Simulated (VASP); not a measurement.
TiP4W3, 16 atoms in the cell. The cell holds a disordered packing, 16 atoms: a = 6.446 Å, b = 6.618 Å, c = 6.488 Å, α = 89.71°, β = 86.85°, γ = 93.52°. 

| Property | Result |
| --- | --- |
| Program | VASP 6.6.1 |
| Task | molecular dynamics |
| Functional | PBE |
| Potentials or basis | VASP PAW PBE potentials, release 64 (Ti_sv, P, W_sv) |
| Cutoff | 350 eV |
| k mesh | 1 × 1 × 1, shifted |
| Occupations | fermi-dirac, width 0.0827 eV |
| Spin | no spin polarisation |
| Dipole correction | no |
| Mended | yes |
| Further INCAR settings | PREC = Normal; LREAL = Auto; ALGO = Normal; EDIFF = 1e-05; ISYM = -1; MAXMIX = 40; IBRION = 0; POTIM = 3.0; NSW = 40 |

Potentials or basis: VASP PAW PBE potentials, release 64 (Ti_sv, P, W_sv).

Run with:

```console
$ cat potpaw_PBE.64/Ti_sv/POTCAR potpaw_PBE.64/P/POTCAR potpaw_PBE.64/W_sv/POTCAR > POTCAR
$ mpirun -np 1 vasp_std > vasp.out
```

Hardware: 1 thread of AMD EPYC 7R13 Processor (Zen 3), with other jobs on the host.

**Question.** How long does it take, and how much memory?

**Answer.** Run time: 6.4 min on 1 thread of AMD EPYC 7R13 Processor (Zen 3), with other jobs on the host, peak memory 0.17 GiB. Counts: scf iterations 282, k points 1, ion steps 40.
